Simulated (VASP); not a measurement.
Set up this calculation in VASP 6.6.1, as the native input.

- Task: single point
- Functional: PBE
- Potentials or basis: VASP PAW PBE potentials, release 64 (Mn_pv, Sb)
- Cutoff: 520 eV
- k mesh: 10 × 10 × 10
- Occupations: fermi-dirac, width 0.03 eV
- Spin: collinear spin, ferromagnetic start
- Starting moments: [4.0, 0.0] μB
- Dipole correction: no
- Further INCAR settings: ALGO = Normal; EDIFF = 1e-06; NBANDS = 20

The structure of MnSb (zincblende type) lies in POSCAR:

```
MnSb
1.0
    0.0000000000      3.1307517960      3.1307517960
    3.1307517960      0.0000000000      3.1307517960
    3.1307517960      3.1307517960      0.0000000000
Mn Sb
1 1
Direct
    0.0000000000      0.0000000000      0.0000000000
    0.2500000000      0.2500000000      0.2500000000
```

This cell differs from its parent crystal: volume scaled by 1.04.

The input as run:

INCAR

```
PREC     = Accurate       # precision mode
ENCUT    = 520            # plane-wave cutoff, eV
EDIFF    = 1E-6           # SCF threshold, eV
ISMEAR   = -1             # smearing method
SIGMA    = 0.03           # smearing width, eV
LREAL    = False          # projectors in reciprocal space
LASPH    = True           # aspherical terms in the spheres
NELM     = 150            # most SCF steps
ALGO     = Normal         # electronic algorithm
ISIF     = 2              # what is computed and relaxed
LWAVE    = False          # write WAVECAR
LCHARG   = False          # write CHGCAR
ISPIN    = 2              # spin polarisation
MAGMOM   = 4 0            # initial moments
LORBIT   = 11             # projections on sites
LMAXMIX  = 4              # l up to which the mixer works
GGA      = PE             # functional
NBANDS   = 20             # bands
```

KPOINTS

```
Automatic mesh
0
Gamma
  10 10 10
```

Potentials or basis: VASP PAW PBE potentials, release 64 (Mn_pv, Sb).

Command:

```console
$ cat potpaw_PBE.64/Mn_pv/POTCAR potpaw_PBE.64/Sb/POTCAR > POTCAR
$ mpirun -np 1 vasp_std > vasp.out
```

Results of the run:

* Pressure: -1.7 GPa
* Band gap on the k mesh: zero (filled and empty bands overlap)
* Net moment: 4.00 μB per cell
* Site moments: Mn +3.92; Sb -0.18 μB
* Valence electrons inside the program's atomic spheres: Mn 11.40; Sb 2.48

Caveat: spin-orbit coupling is left out, which moves the levels of the heavy elements; a cell with one magnetic atom can't hold antiferromagnetic order, which such compounds often take.

Run time: 110 s on 1 thread of Intel Xeon 6975P-C, with other jobs on the host, peak memory 0.29 GiB.
